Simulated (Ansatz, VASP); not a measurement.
## Two plane-wave programs on Ni

```
Ni
1.0
     0.00000    1.75931   -1.75931
     0.00000    1.75931    1.75931
     3.51862    0.00000    0.00000
Ni
2
Direct
  0.00000 0.00000 0.00000
  0.50000 0.50000 0.50000
```

Alike in both runs: task single point; functional PBE; k mesh 14 × 14 × 10; occupations gaussian, width 0.05 eV; collinear spin.

|  | VASP | Ansatz |
| --- | --- | --- |
| version | VASP 6.6.1 | Ansatz 0.2.0 |
| potentials or method | VASP PAW PBE potentials, release 64 (Ni), cutoff 520 eV | scalar-relativistic, plane waves, PAW |
| valence electrons in the cell | 20 | 36 |

|  | VASP | Ansatz | Ansatz less VASP |
| --- | --- | --- | --- |
| gap on the k mesh at the Fermi level (eV) | none | none | - |
| pressure (GPa) | -1.0 | -1.0 | -0.01 |
| traceless stress, the component that is largest in VASP (GPa) | -0.40 | -0.42 | -0.019 |
| net moment per atom (μB) | 0.00 | 0.00 | 0.000 |
| size of the moment on the site where the two differ most (μB) | 0.20 | 0.20 | +0.005 |

Site moments also hang on the region over which each program counts them. A gap of «none» marks a metal or a gap that the smearing closes. VASP's potentials hold 20 valence electrons a cell and Ansatz's 36, so a difference there can come from the potentials and not from the codes.
